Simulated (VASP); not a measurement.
Runs of VASP 6.6.1 on VH2. The structure is that of space group Fm-3m (No. 225), or close to it. The cells are those of the table. 

| task | cell | gap on the mesh (eV) | pressure (GPa) | moment (μB) |
| --- | --- | --- | --- | --- |
| single point | a = 3.020 Å, angles 60.0°, 3 atoms | none | -15.9 | 0.00 |
| single point | a = 2.474 Å, angles 60.0°, 3 atoms | none | (a) | 0.00 |
| relaxation of the atoms | atoms relaxed from a = 2.397 Å, angles 60.0°, 3 atoms | none | 391.7 | 0.00 |
| electric field gradients | a = 3.020 Å, angles 60.0°, 3 atoms | none | -15.9 | 0.00 |
| electric field gradients | a = 2.474 Å, angles 60.0°, 3 atoms | none | 273.2 | 0.00 |
| electric field gradients | a = 2.397 Å, angles 60.0°, 3 atoms | none | 391.7 | 0.00 |
| single point | a = 2.397 Å, angles 60.0°, 3 atoms | none | 391.7 | 0.00 |
| single point | a = 2.682 Å, angles 60.0°, 3 atoms | none | 88.0 | 0.00 |

Alike in all rows: level LDA; potentials or basis VASP PAW LDA potentials, release 64 (V_sv, H); spin collinear, ferromagnetic start; k mesh 15 × 15 × 15; cutoff (eV) 520; smearing fermi-dirac 0.05 eV.

Q: Estimate the missing entries.

A: (a) 273.1.

Caveats: the cell stands under pressure (at least some runs); the cell stands under tension (at least some runs); the relaxation stopped at its first step, so nothing moved (at least some runs).

A gap of «none» marks levels without a gap at the run's occupations.
